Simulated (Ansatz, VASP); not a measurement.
## C in VASP and in Ansatz

Contents of INCAR:

```
SYSTEM = C
  PREC = Accurate
  ENCUT = 520
  EDIFF = 1E-6
  ISMEAR = 0
  SIGMA = 0.1
  LREAL = .False.
  LASPH = .True.
  NELM = 150
  ALGO = Normal
  ISIF = 2
  LWAVE = .False.
  LCHARG = .False.
  ISPIN = 2
  MAGMOM = 1 1 1 1 1 1 1 1
  LORBIT = 11
  GGA = PE
  NBANDS = 30
```

File KPOINTS:

```
Automatic mesh
0
Gamma
  4 6 8
  0 0 0
```

File POSCAR:

```
C
1.0
    4.8639432100      0.0000000000      0.0000000000
    0.0000000000      3.6412474000      0.0000000000
    0.0000000000      0.0000000000      2.3703553100
C
8
Direct
    0.0000000000      0.1697209300      0.1690973500
    0.5000000000      0.8302790700      0.6690973500
    0.5000000000      0.1697209300      0.3309026500
    0.0000000000      0.8302790700      0.8309026500
    0.2500000000      0.3832403400      0.2500000000
    0.2500000000      0.6167596600      0.7500000000
    0.7500000000      0.6167596600      0.7500000000
    0.7500000000      0.3832403400      0.2500000000
```

Input for Ansatz:

```yaml
crystal:
  lattice:
    - [4.86394321, 0.0, 0.0]
    - [0.0, 3.6412474, 0.0]
    - [0.0, 0.0, 2.37035531]
  atoms:
    - { symbol: C, position: [0.0, 0.16972093, 0.16909735], spin: 1.0 }
    - { symbol: C, position: [0.5, 0.83027907, 0.66909735], spin: 1.0 }
    - { symbol: C, position: [0.5, 0.16972093, 0.33090265], spin: 1.0 }
    - { symbol: C, position: [0.0, 0.83027907, 0.83090265], spin: 1.0 }
    - { symbol: C, position: [0.25, 0.38324034, 0.25], spin: 1.0 }
    - { symbol: C, position: [0.25, 0.61675966, 0.75], spin: 1.0 }
    - { symbol: C, position: [0.75, 0.61675966, 0.75], spin: 1.0 }
    - { symbol: C, position: [0.75, 0.38324034, 0.25], spin: 1.0 }
basis:
  ecutwfc: 420
kpoints:
  mp_grid: { grid: [4, 6, 8] }
hamiltonian:
  xc: pbe
scf:
  occupations: { method: gaussian, width: 0.1 }
  lower_state_search: "off"
output:
  forces: true
  stress: true
  eigenvalues: true
  populations: true
magnetization:
  spin_polarized: true
```

Alike in both runs: task single point; functional PBE; k mesh 4 × 6 × 8; occupations gaussian, width 0.1 eV; collinear spin.

|  | VASP | Ansatz |
| --- | --- | --- |
| version | VASP 6.6.1 | Ansatz 0.2.0 |
| potentials or method | VASP PAW PBE potentials, release 64 (C), cutoff 520 eV | scalar-relativistic, plane waves, PAW |
| valence electrons in the cell | 32 | 32 |

Ansatz gave:

- gap on the k mesh at the Fermi level (eV): none
- rms of the force components (eV/Å): 2.872
- net moment per atom (μB): 0.00

Question: What did VASP give for the same quantities?

Answer: gap on the k mesh at the Fermi level (eV): none; rms of the force components (eV/Å): 2.876; net moment per atom (μB): 0.00.

Atom by atom the forces differ by 0.006 eV/Å (rms over components). A gap of «none» marks a metal or a gap that the smearing closes. With one functional, cell and mesh, what is left measures potentials, basis and numerics. Ansatz's warnings: seeded moment not kept.
